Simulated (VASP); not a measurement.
Set up this calculation in VASP 6.6.1, as the native input.

```yaml
Task: single point
Functional: PBEsol
Potentials_or_basis: VASP PAW PBE potentials, release 64 (Ni_sv_GW, O)
Cutoff: 700 eV
k_mesh: 12 × 12 × 6
Occupations: gaussian, width 0.05 eV
Spin: no spin polarisation
Dipole_correction: no
Further_INCAR_settings: ALGO = Normal; EDIFF = 1e-06; NBANDS = 22
```

The structure of NiO2 lies in POSCAR:

```
NiO2
1.0
    2.7656549825      0.0000000000      0.0000000000
   -1.3828274913      2.3951274729      0.0000000000
    0.0000000000      0.0000000000      5.0387468126
Ni O
1 2
Direct
    0.0000000000      0.0000000000      0.5000000000
    0.6666666667      0.3333333333      0.6499533987
    0.3333333333      0.6666666667      0.3500466013
```

This cell differs from its parent crystal: atoms shifted along a free coordinate, c/a of the conventional cell at fixed volume 1.8219.

The input as run:

INCAR

```
SYSTEM = NiO2
ALGO = Normal
EDIFF = 1E-6
ENCUT = 700
GGA = PS
GGA_COMPAT = .FALSE.
ISIF = 2
ISMEAR = 0
LASPH = .TRUE.
LCHARG = .FALSE.
LREAL = .FALSE.
LWAVE = .FALSE.
NBANDS = 22
NELM = 120
PREC = Accurate
SIGMA = 0.05
```

KPOINTS

```
k-points
0
G
  12 12 6
  0 0 0
```

Potentials or basis: VASP PAW PBE potentials, release 64 (Ni_sv_GW, O).

Run with:

```console
$ cat potpaw_PBE.64/Ni_sv_GW/POTCAR potpaw_PBE.64/O/POTCAR > POTCAR
$ mpirun -np 1 vasp_std > vasp.out
```

Results of the run:

```json
{
  "Pressure": "33.6 GPa",
  "Largest force": "4.284 eV/Å",
  "Band gap on the k mesh": "1.01 eV (least direct gap 1.58 eV)"
}
```

Caveat: the stress differs along the axes, from 30 to 35 GPa; the PAW data sets were made with another functional, which shifts forces and pressure a little; the run has no spin polarisation, though such a crystal can be magnetic.

It took 43 s on 1 thread of Intel(R) Xeon(R) 6975P-C (Granite Rapids) (shared host), peak memory 0.27 GiB.
